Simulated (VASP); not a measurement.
Set up this calculation in VASP 6.6.1, as the native input.

```
Task                   : single point
Functional             : PBE
Potentials or basis    : VASP PAW PBE potentials, release 64 (Rh_pv)
Cutoff                 : 520 eV
k mesh                 : 17 × 17 × 17
Occupations            : fermi-dirac, width 0.0612256 eV
Spin                   : no spin polarisation
Dipole correction      : no
Further INCAR settings : ALGO = Normal; EDIFF = 1e-06; NBANDS = 14
```

The structure of Rh lies in POSCAR:

```
Rh
1.0
   -1.5040632869      1.5040632869      1.5040632869
    1.5040632869     -1.5040632869      1.5040632869
    1.5040632869      1.5040632869     -1.5040632869
Rh
1
Direct
    0.0000000000      0.0000000000      0.0000000000
```

These files were run (other wordings do the same):

INCAR

```
PREC = Accurate
ENCUT = 520
EDIFF = 1E-6
ISMEAR = -1
SIGMA = 0.06122561905347299
LREAL = F
LASPH = T
NELM = 60
ALGO = Normal
ISIF = 2
LWAVE = F
LCHARG = F
GGA = PE
NBANDS = 14
```

KPOINTS

```
regular mesh
0
Gamma
  17 17 17
```

Potentials or basis: VASP PAW PBE potentials, release 64 (Rh_pv).

Run with:

```sh
$ cat potpaw_PBE.64/Rh_pv/POTCAR > POTCAR
$ mpirun -np 1 vasp_std > vasp.out
```

Results of the run:

The pressure is 16.8 GPa.

Wall time 16 s on 1 thread of Intel Xeon 6975P-C, on a shared host, peak memory 0.15 GiB.
